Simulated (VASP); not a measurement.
Wanted: the native input for a VASP 6.6.1 run.

- Task: single point
- Functional: LDA
- Potentials or basis: VASP PAW PBE potentials, release 64 (Eu, O)
- Cutoff: 600 eV
- k mesh: 6 × 6 × 6
- Occupations: gaussian, width 0.05 eV
- Spin: collinear spin, ferromagnetic start
- Starting moments: [7.43, -0.08] μB
- Hubbard terms: Eu f U = 7.0 eV
- Dipole correction: no
- Further INCAR settings: ALGO = Normal; EDIFF = 1e-06; NBANDS = 22

The structure of EuO lies in POSCAR:

```
EuO
1.0
    0.0000000000      2.5719519700      2.5719519700
    2.5719519700      0.0000000000      2.5719519700
    2.5719519700      2.5719519700      0.0000000000
Eu O
1 1
Direct
    0.5000000000      0.5000000000      0.5000000000
    0.0000000000      0.0000000000      0.0000000000
```

These files were run (other wordings do the same):

INCAR

```
SYSTEM = EuO
ALGO     = Normal         ! electronic algorithm
EDIFF    = 1E-6           ! SCF threshold, eV
ENCUT    = 600            ! plane-wave cutoff, eV
GGA      = CA             ! functional
GGA_COMPAT= .FALSE.      
ISIF     = 2              ! what is computed and relaxed
ISMEAR   = 0              ! smearing method
ISPIN    = 2              ! spin polarisation
LASPH    = .TRUE.         ! aspherical terms in the spheres
LCHARG   = .TRUE.         ! write CHGCAR
LDAU     = .TRUE.         ! DFT+U
LDAUJ    = 0 0          
LDAUL    = 3 -1           ! shell
LDAUPRINT= 1            
LDAUTYPE = 2            
LDAUU    = 7 0            ! U, eV
LELF     = .TRUE.         ! ELF
LMAXMIX  = 6              ! l up to which the mixer works
LORBIT   = 11             ! projections on sites
LREAL    = .FALSE.        ! projectors in reciprocal space
LVHAR    = .TRUE.       
LWAVE    = .FALSE.        ! write WAVECAR
MAGMOM   = 7.43 -0.08     ! initial moments
NBANDS   = 22             ! bands
NELM     = 200            ! most SCF steps
PREC     = Accurate       ! precision mode
SIGMA    = 0.05           ! smearing width, eV
```

KPOINTS

```
k-points
0
G
  6 6 6
  0 0 0
```

Potentials or basis: VASP PAW PBE potentials, release 64 (Eu, O).

Run with:

```bash
$ cat potpaw_PBE.64/Eu/POTCAR potpaw_PBE.64/O/POTCAR > POTCAR
$ mpirun -np 1 vasp_std > vasp.out
```

It gave:

```yaml
Pressure: -6.3 GPa
Band_gap_on_the_k_mesh: 0.12 eV (least direct gap 0.30 eV)
Net_moment: 7.00 μB per cell
Site_moments: Eu +6.76; O -0.08 μB
Valence_electrons_inside_the_program's_atomic_spheres: Eu 14.90; O 4.92
```

Caveat: the cell stands under tension; the PAW data sets were made with another functional, which shifts forces and pressure a little; spin-orbit coupling is left out, which moves the levels of the heavy elements; a cell with one magnetic atom can't hold antiferromagnetic order, which such compounds often take.

Run time: 71 s on 1 thread of Intel Xeon 8259CL, on a shared host, peak memory 0.19 GiB.
